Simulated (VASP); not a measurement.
A run of VASP 6.6.1 is set up as follows.

The input POSCAR:

```
H
1.0
    3.8768372835      0.0000000000      0.0000000000
   -1.9384186417      3.3574395738      0.0000000000
    0.0000000000      0.0000000000      5.4325441684
H
4
Direct
    0.3333333333      0.6666666667      0.1817391295
    0.6666666667      0.3333333333      0.6817391295
    0.6666666667      0.3333333333      0.8182608705
    0.3333333333      0.6666666667      0.3182608705
```

Contents of INCAR.step1:

```
SYSTEM = H
  ALGO = Normal
  EDIFF = 1E-4
  ENCUT = 520
  GGA = PE
  ISMEAR = 0
  LASPH = .TRUE.
  LCHARG = .FALSE.
  LREAL = .FALSE.
  LWAVE = .TRUE.
  NBANDS = 10
  NELM = 80
  PREC = Accurate
  SIGMA = 0.02
```

File INCAR.step2:

```
SYSTEM = H
  ALGO = Normal
  EDIFF = 1E-7
  ENCUT = 520
  ISIF = 2
  ISMEAR = 0
  ISTART = 1
  LASPH = .TRUE.
  LCHARG = .FALSE.
  LMIXTAU = .TRUE.
  LREAL = .FALSE.
  LWAVE = .FALSE.
  METAGGA = R2SCAN
  NBANDS = 10
  NELM = 80
  PREC = Accurate
  SIGMA = 0.02
```

Contents of KPOINTS:

```
k-points
0
G
  9 9 6
  0 0 0
```

Potentials or basis: VASP PAW PBE potentials, release 64 (H).

Command:

```console
$ cat potpaw_PBE.64/H/POTCAR > POTCAR
$ cp INCAR.step1 INCAR
$ mpirun -np 1 vasp_std > vasp.out
$ cp INCAR.step2 INCAR
$ mpirun -np 1 vasp_std > vasp.out
```

Problem. Predict the pressure.

Solution. -0.1 GPa.

Problem. Estimate the band gap on the k mesh.

Solution. 10.22 eV.

Forces in eV/Å, atoms in the order of the input:
```
H    0.000  0.000 -0.002
H    0.000  0.000 -0.002
H    0.000  0.000  0.002
H    0.000  0.000  0.002
```

Caveat: the PAW data sets were made with another functional, which shifts forces and pressure a little; an odd mesh through Γ misses points on the zone boundary, where band edges can lie.
